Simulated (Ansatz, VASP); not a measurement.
# AgCl in VASP and in Ansatz

```xyz
2
Lattice="-0.0002 2.7498 2.7623 2.7711 -0.0580 2.8201 2.7084 2.7449 0.0047" Properties=species:S:1:pos:R:3 pbc="T T T"
Ag    2.7646    2.6864    5.5343
Cl    2.7630    2.7633    2.7685
```

Alike in both runs: task single point; functional PBEsol; k mesh 4 × 4 × 4; occupations fermi-dirac, width 0.05 eV; no spin polarisation.

|  | VASP | Ansatz |
| --- | --- | --- |
| version | VASP 6.6.1 | Ansatz 0.2.0 |
| potentials or method | VASP PAW PBE potentials, release 64 (Ag, Cl), cutoff 520 eV | plane waves, PAW |
| valence electrons in the cell | 18 | 26 |

|  | VASP | Ansatz | Ansatz less VASP |
| --- | --- | --- | --- |
| pressure (GPa) | -2.3 | -2.2 | +0.10 |
| traceless stress, the component that is largest in VASP (GPa) | -0.16 | -0.16 | 0.000 |
| rms of the force components (eV/Å) | 0.027 | 0.027 | +0.0002 |

VASP's potentials were made for PBE, not for PBEsol. Atom by atom the forces differ by 0.000 eV/Å (rms over components). VASP's potentials hold 18 valence electrons a cell and Ansatz's 26, so a difference there can come from the potentials and not from the codes. Ansatz's warnings: stress scf threshold loose.

The k mesh is coarse, so the values compare programs but aren't converged.
